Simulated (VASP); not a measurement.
Write the native input for VASP 6.6.1 that does the following.

```yaml
Task: single point
Functional: PBE
Potentials_or_basis: VASP PAW PBE potentials, release 64 (In_d, Sb)
Cutoff: 520 eV
k_mesh: 10 × 10 × 10
Occupations: fermi-dirac, width 0.03 eV
Spin: no spin polarisation
Dipole_correction: no
Further_INCAR_settings: ALGO = Normal; EDIFF = 1e-06; NBANDS = 16
```

The structure of InSb lies in POSCAR:

```
InSb
1.0
    0.0000000000      3.2391000000      3.3362730000
    3.2391000000      0.0000000000      3.3362730000
    3.2391000000      3.2391000000      0.0000000000
In Sb
1 1
Direct
    0.0000000000      0.0000000000      0.0000000000
    0.7500000000      0.7500000000      0.7500000000
```

This cell differs from its parent crystal: zz strain of +3 %.

These files were run (other wordings do the same):

INCAR

```
PREC = Accurate
ENCUT = 520
EDIFF = 1E-6
ISMEAR = -1
SIGMA = 0.03
LREAL = False
LASPH = True
NELM = 60
ALGO = Normal
ISIF = 2
LWAVE = False
LCHARG = False
GGA = PE
NBANDS = 16
```

KPOINTS

```
Automatic mesh
0
Gamma
  10 10 10
```

Potentials or basis: VASP PAW PBE potentials, release 64 (In_d, Sb).

Run with:

```sh
$ cat potpaw_PBE.64/In_d/POTCAR potpaw_PBE.64/Sb/POTCAR > POTCAR
$ mpirun -np 1 vasp_std > vasp.out
```

It gave:

```
Pressure               : 1.7 GPa
Band gap on the k mesh : zero (filled and empty bands touch)
```

Caveat: the cell differs from its parent crystal (zz strain of +3 %); semilocal functionals underestimate gaps, and a narrow one can read as zero; spin-orbit coupling is left out, which moves the levels of the heavy elements.

Run time: 64 s on 1 thread of AMD EPYC 9R45 96-Core Processor (Zen 5) (shared host), peak memory 0.25 GiB.
